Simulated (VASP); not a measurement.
# CaMgF4 (F-43m) in VASP: a series of runs

The runs below take CaMgF4 through single point, relaxation of cell and atoms, with PBEsol.

Program: VASP 6.6.1. These are calculated values, not measurements. Logs are shortened: lines on timing, memory, paths and dates and some standing lists are left out, and cuts for length are marked.

## Step 1: The cell of the first run

It takes space group F-43m (No. 216, cubic). Conventional cell: a = 6.566 Å, b = 6.566 Å, c = 6.566 Å, α = 90.00°, β = 90.00°, γ = 90.00°. Within 3.6 Å of Ca (site symmetry -43m) lie 12 F at 2.72 Å and 4 Mg at 2.84 Å. Within 3.6 Å of Mg (site symmetry -43m) lie 12 F at 2.72 Å and 4 Ca at 2.84 Å. F (site symmetry 3m) has 6 F at 2.32 Å and 3 Mg at 2.72 Å and 3 Ca at 2.72 Å within 3.1 Å.

## Step 2: Single point, PBEsol

INCAR

```
SYSTEM = CaMgF4
ALGO     = Normal         ! electronic algorithm
EDIFF    = 1E-6           ! SCF threshold, eV
ENCUT    = 520            ! plane-wave cutoff, eV
GGA      = PS             ! functional
ISIF     = 2              ! what is computed and relaxed
ISMEAR   = -1             ! smearing method
LASPH    = .TRUE.         ! aspherical terms in the spheres
LCHARG   = .TRUE.         ! write CHGCAR
LELF     = .TRUE.         ! ELF
LREAL    = .FALSE.        ! projectors in reciprocal space
LVHAR    = .TRUE.       
LWAVE    = .FALSE.        ! write WAVECAR
NBANDS   = 29             ! bands
NELM     = 100            ! most SCF steps
PREC     = Accurate       ! precision mode
SIGMA    = 0.03           ! smearing width, eV
```

KPOINTS

```
k-points
0
G
  6 6 6
  0 0 0
```

POSCAR

```
CaMgF4
1.0
    0.0000000000      3.2829549891      3.2829549891
    3.2829549891      0.0000000000      3.2829549891
    3.2829549891      3.2829549891      0.0000000000
Ca Mg F
1 1 4
Direct
    0.2500000000      0.2500000000      0.2500000000
    0.0000000000      0.0000000000      0.0000000000
    0.6250930052      0.6250930052      0.6250930052
    0.6250930052      0.6250930052      0.1247209845
    0.6250930052      0.1247209845      0.6250930052
    0.1247209845      0.6250930052      0.6250930052
```

Potentials or basis: VASP PAW PBE potentials, release 64 (Ca_sv, Mg, F).

Run with:

```bash
$ cat potpaw_PBE.64/Ca_sv/POTCAR potpaw_PBE.64/Mg/POTCAR potpaw_PBE.64/F/POTCAR > POTCAR
$ mpirun -np 1 vasp_std > vasp.out
```

OUTCAR:

```text
SYSTEM = CaMgF4
   EDIFF = 1E-6
   ENCUT = 520
   GGA = PS
   ISIF = 2
   ISMEAR = -1
   LASPH = .TRUE.
   LREAL = .FALSE.
   NELM = 100
   PREC = Accurate

 ion  position               nearest neighbor table
   1  0.250  0.250  0.250-   2 2.84   2 2.84   2 2.84   2 2.84
   2  0.000  0.000  0.000-   4 2.72   5 2.72   6 2.72   3 2.72   3 2.72   3 2.72   6 2.72   4 2.72
                             4 2.72   5 2.72   5 2.72   6 2.72   1 2.84   1 2.84   1 2.84   1 2.84
   3  0.625  0.625  0.625-   2 2.72   2 2.72   2 2.72
   4  0.625  0.625  0.125-   2 2.72   2 2.72   2 2.72
   5  0.625  0.125  0.625-   2 2.72   2 2.72   2 2.72
   6  0.125  0.625  0.625-   2 2.72   2 2.72   2 2.72

  LATTYP: Found a face centered cubic cell.
 ALAT       =     6.5659099782

  Lattice vectors:

 A1 = (   0.0000000000,   3.2829549891,   3.2829549891)
 A2 = (   3.2829549891,   0.0000000000,   3.2829549891)
 A3 = (   3.2829549891,   3.2829549891,   0.0000000000)

Analysis of symmetry for initial positions (statically):
=====================================================================
 Subroutine PRICEL returns:
 Original cell was already a primitive cell.

 Routine SETGRP: Setting up the symmetry group for a
 face centered cubic supercell.

 Subroutine GETGRP returns: Found 24 space group operations
 (whereof 24 operations were pure point group operations)
 out of a pool of 48 trial point group operations.

The static configuration has the point symmetry T_d .

Analysis of symmetry for dynamics (positions and initial velocities):
=====================================================================
 Subroutine PRICEL returns:
 Original cell was already a primitive cell.

 Routine SETGRP: Setting up the symmetry group for a
 face centered cubic supercell.

 Subroutine GETGRP returns: Found 24 space group operations
 (whereof 24 operations were pure point group operations)
 out of a pool of 48 trial point group operations.

The dynamic configuration has the point symmetry T_d .

 Subroutine INISYM returns: Found 24 space group operations
 (whereof 24 operations are pure point group operations),
 and found     1 'primitive' translations

----------------------------------------------------------------------------------------

                                     Primitive cell
[... 89 lines left out ...]
   NELM   =    100;   NELMIN=  2; NELMDL= -5     # of ELM steps
   EDIFF  = 0.1E-05   stopping-criterion for ELM
   LREAL  =      F    real-space projection
   EDIFFG = 0.1E-04   stopping-criterion for IOM
   NSW    =      0    number of steps for IOM
   IBRION =     -1    ionic relax: 0-MD 1-quasi-New 2-CG
   NFREE  =      0    steps in history (QN), initial steepest desc. (CG)
   ISIF   =      2    stress and relaxation
   ISYM   =      2    0-nonsym 1-usesym 2-fastsym
   POTIM  = 0.5000    time-step for ionic-motion
   TEBEG  =    0.0;   TEEND  =   0.0 temperature during run
   PSTRESS=    0.0 pullay stress
   NELECT =      40.0000    total number of electrons
   NUPDOWN=      -1.0000    fix difference up-down
   EMIN   =  10.00;   EMAX   =-10.00  energy-range for DOS
   EFERMI =   0.00;   METHOD = LEGACY
   ISMEAR =    -1;   SIGMA  =   0.03  broadening in eV -4-tet -1-fermi 0-gaus
   EFERMI_NEDOS =   21; number of points for ismear=-14 and -15
   IALGO  =     38    algorithm
   IMIX   =      4    mixing-type and parameters
     AMIX     =   0.40;   BMIX     =  1.00
     AMIX_MAG =   1.60;   BMIX_MAG =  1.00
  volume/ion in A,a.u.               =      11.79        79.59
  Fermi-wavevector in a.u.,A,eV,Ry     =   1.353588  2.557911 24.928609  1.832201
  Thomas-Fermi vector in A             =   2.480831
   LORBIT       =      0    0 simple, 1 ext, 2 COOP (PROOUT), +10 PAW based schemes
   GGA     = PS    functional components
   LHFCALC =     F    Hartree Fock is set to
   AEXX    =    0.0000 exact exchange contribution
   IVDW    =     0    specifies the selected vdW correction
   LEPSILON=     F    determine dielectric tensor
   LRPA    =     F    only Hartree local field effects (RPA)
 non-spin polarized calculation
  energy-cutoff  :      520.00
  volume of cell :       70.77
 maximum number of plane-waves:      1932
 NGX is ok and might be reduce to    36
   NGX = 17   NGY = 17   NGZ = 17

 number of electron      39.9999976 magnetization

 Free energy of the ion-electron system (eV)
  ---------------------------------------------------
  ext. energy  EPLUGINS =         0.00000000
  ---------------------------------------------------
  free energy    TOTEN  =       -22.31217261 eV

  energy without entropy =      -22.31076315  energy(sigma->0) =      -22.31146788

 E-fermi :   2.8100     XC(G=0): -10.5220

 val. band max:        2.7430516648   @ k =   0.0000   0.0000   0.0000
 cond. band min:       2.9870953398   @ k =   0.1667   0.0000   0.0000
 fundamental gap:      0.2440436750
 Fermi energy:         2.8100002928

 k-point     1 :       0.0000    0.0000    0.0000
  band No.  band energies     occupation
      1     -38.3408      2.00000
      2     -19.5606      2.00000
      3     -19.4152      2.00000
      4     -19.4152      2.00000
      5     -19.4152      2.00000
      6     -17.7932      2.00000
[... 501 lines left out ...]
     28       9.8786      0.00000
     29      10.4996      0.00000

------------------------ aborting loop because EDIFF is reached ----------------------------------------

  FORCE on cell =-STRESS in cart. coord.  units (eV):
  Direction    XX          YY          ZZ          XY          YZ          ZX
  --------------------------------------------------------------------------------------
  -------------------------------------------------------------------------------------
  Total       -0.1291555     -0.1291555     -0.1291555      0.0000000      0.0000000      0.0000000
  in kB       -2.9241431     -2.9241431     -2.9241431      0.0000000      0.0000000      0.0000000
  external PRESSURE =      -2.9241431 kB  Pullay stress =       0.0000000 kB

 VOLUME and BASIS-vectors are now :
 -----------------------------------------------------------------------------
  energy-cutoff  :      520.00
  volume of cell :       70.77
      direct lattice vectors                 reciprocal lattice vectors
     0.000000000  3.282954989  3.282954989    -0.152301814  0.152301814  0.152301814
     3.282954989  0.000000000  3.282954989     0.152301814 -0.152301814  0.152301814
     3.282954989  3.282954989  0.000000000     0.152301814  0.152301814 -0.152301814

 POSITION                                       TOTAL-FORCE (eV/Angst)
 -----------------------------------------------------------------------------------
      1.64148      1.64148      1.64148         0.000000      0.000000      0.000000
      0.00000      0.00000      0.00000         0.000000      0.000000      0.000000
      4.10430      4.10430      4.10430         0.001808      0.001808      0.001808
      2.46161      2.46161      4.10430        -0.001808     -0.001808      0.001808
      2.46161      4.10430      2.46161        -0.001808      0.001808     -0.001808
      4.10430      2.46161      2.46161         0.001808     -0.001808     -0.001808
 -----------------------------------------------------------------------------------
    total drift:                               -0.000001     -0.000001     -0.000001

  FREE ENERGIE OF THE ION-ELECTRON SYSTEM (eV)
  ---------------------------------------------------
  free  energy   TOTEN  =       -22.3121726120 eV

  energy  without entropy=      -22.3107631452  energy(sigma->0) =      -22.31146788
```

Run time: 32 s. Hardware: 1 thread of Intel Xeon Platinum 8488C (Sapphire Rapids), shared host; peak memory 0.21 GiB.

Results:

```
Free energy            : -22.3122 eV
Pressure               : -0.3 GPa
Largest force          : 0.003 eV/Å
Band gap on the k mesh : zero (filled and empty bands touch)
```

Forces in eV/Å, atoms in the order of the input:
```
Ca   0.000  0.000  0.000
Mg   0.000  0.000  0.000
F    0.002  0.002  0.002
F   -0.002 -0.002  0.002
F   -0.002  0.002 -0.002
F    0.002 -0.002 -0.002
```

Caveat: semilocal functionals underestimate gaps, and a narrow one can read as zero; the PAW data sets were made with another functional, which shifts forces and pressure a little.

## Step 3: Relaxation of cell and atoms, PBEsol

This run uses another cell than the first one, of 15.21 Å³/atom.

INCAR

```
ALGO     = Normal         # electronic algorithm
EDIFF    = 1E-7           # SCF threshold, eV
EDIFFG   = -0.01          # ionic threshold
ENCUT    = 600            # plane-wave cutoff, eV
GGA      = PS             # functional
IBRION   = 2              # ionic algorithm
ISIF     = 3              # what is computed and relaxed
ISMEAR   = -1             # smearing method
LASPH    = True           # aspherical terms in the spheres
LCHARG   = False          # write CHGCAR
LREAL    = False          # projectors in reciprocal space
LWAVE    = False          # write WAVECAR
NELM     = 100            # most SCF steps
NSW      = 100            # ionic steps
PREC     = Accurate       # precision mode
SIGMA    = 0.03           # smearing width, eV
```

KPOINTS

```
k-points
0
Gamma
  6 6 6
```

POSCAR

```
CaMgF4
1.0
    0.0000000000      3.5737906000      3.5737906000
    3.5737906000      0.0000000000      3.5737906000
    3.5737906000      3.5737906000      0.0000000000
Ca Mg F
1 1 4
Direct
    0.2500000000      0.2500000000      0.2500000000
    0.0000000000      0.0000000000      0.0000000000
    0.6260209800      0.6260209800      0.6260209800
    0.6260209800      0.6260209800      0.1219370600
    0.6260209800      0.1219370600      0.6260209800
    0.1219370600      0.6260209800      0.6260209800
```

Potentials or basis: VASP PAW PBE potentials, release 64 (Ca_sv, Mg, F).

Run with:

```bash
$ cat potpaw_PBE.64/Ca_sv/POTCAR potpaw_PBE.64/Mg/POTCAR potpaw_PBE.64/F/POTCAR > POTCAR
$ mpirun -np 1 vasp_std > vasp.out
```

Wall time 4.5 min (1 thread of Intel Xeon Platinum 8488C (Sapphire Rapids), shared host); peak memory 0.27 GiB.

Results (log left out):

```yaml
Free_energy: -22.3765 eV
Relaxed_volume: 11.76 Å³/atom
Relaxed_cell: a = 4.638 Å, b = 4.638 Å, c = 4.638 Å, α = 60.00°, β = 60.00°, γ = 60.00°
Space_group_after_relaxing_to_0.1_Å: F-43m (No. 216)
Energy_gained_by_relaxing: 156.9 meV/atom
Ionic_steps: 8
Pressure_after_relaxing: -0.1 GPa
Band_gap_on_the_k_mesh: zero (filled and empty bands touch)
```

Step by step:
```
step  energy change (eV)  largest force (eV/Å)  pressure (GPa)  volume (Å³)
   1              0.0000                0.1649          -11.30        91.29
   2             -0.7821                0.0762           -6.28        77.83
   3             -0.9386                0.0201           -0.97        71.35
   4             -0.9412                0.0408            0.14        70.33
   5             -0.9410                0.0328           -0.29        70.71
   6             -0.9411                0.0145           -0.27        70.69
   7             -0.9412                0.0047           -0.27        70.70
   8             -0.9413                0.0008           -0.10        70.54
```

Final structure:
```yaml
crystal:
  lattice:
    - [0.00000, 3.27950, 3.27950]
    - [3.27950, 0.00000, 3.27950]
    - [3.27950, 3.27950, 0.00000]
  atoms:
    - { symbol: Ca, position: [0.25000, 0.25000, 0.25000] }
    - { symbol: Mg, position: [0.00000, 0.00000, 0.00000] }
    - { symbol: F, position: [0.62511, 0.62511, 0.62511] }
    - { symbol: F, position: [0.62511, 0.62511, 0.12467] }
    - { symbol: F, position: [0.62511, 0.12467, 0.62511] }
    - { symbol: F, position: [0.12467, 0.62511, 0.62511] }
```

Levels at points of the mesh, in eV from the Fermi level:
```
           k point  band 17  band 18  band 19  band 20  band 21  band 22  band 23  band 24
(0.00, 0.00, 0.00)    -1.37    -0.79    -0.07    -0.07    -0.07     3.16     3.16     3.16
(0.50, 0.00, 0.00)    -2.04    -1.35    -0.19    -0.19     0.99     3.65     3.65     3.97
(0.50, 0.50, 0.00)    -2.50    -2.50    -0.33    -0.33     1.79     3.39     3.43     3.43
```

Caveat: the volume moved by over 15 % at a fixed basis, so the end points are rough; semilocal functionals underestimate gaps, and a narrow one can read as zero; the PAW data sets were made with another functional, which shifts forces and pressure a little.

The gap in the log of VASP goes by the Fermi energy; the results here count the filled bands.